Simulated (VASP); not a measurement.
Crystal: BN.

```
N B
1.0
     0.00000    3.54131    2.19460
     1.26810    0.00000    2.19460
     1.26810    3.54131    0.00000
N B
1 1
Cartesian
  1.2681 3.5413 2.9261
  1.2681 3.5413 0.0002
```

Base run:

| Property | Result |
| --- | --- |
| Program | VASP 6.6.1 |
| Functional | PBEsol |
| Potentials or basis | VASP PAW PBE potentials, release 64 (N, B) |
| Cutoff | 520 eV |
| k mesh | 13 × 13 × 13 |
| Occupations | fermi-dirac, width 0.05 eV |
| Spin | no spin polarisation |

Its results: band gap on the k mesh 3.77 eV (least direct gap 4.50 eV); pressure -7.7 GPa; largest force 0.008 eV/Å.

Q: The run is repeated on the same cell with these changes: functional from PBEsol to r2SCAN. What comes out?

A: Band gap on the k mesh 4.38 eV (least direct gap 5.24 eV); pressure -8.8 GPa; largest force 0.007 eV/Å.

Caveats: the PAW data sets were made with another functional, which shifts forces and pressure a little; the stress differs along the axes, from -11 to -0 GPa (at least some runs); the stress differs along the axes, from -13 to -1 GPa (at least some runs).

A k mesh can miss the band edges.
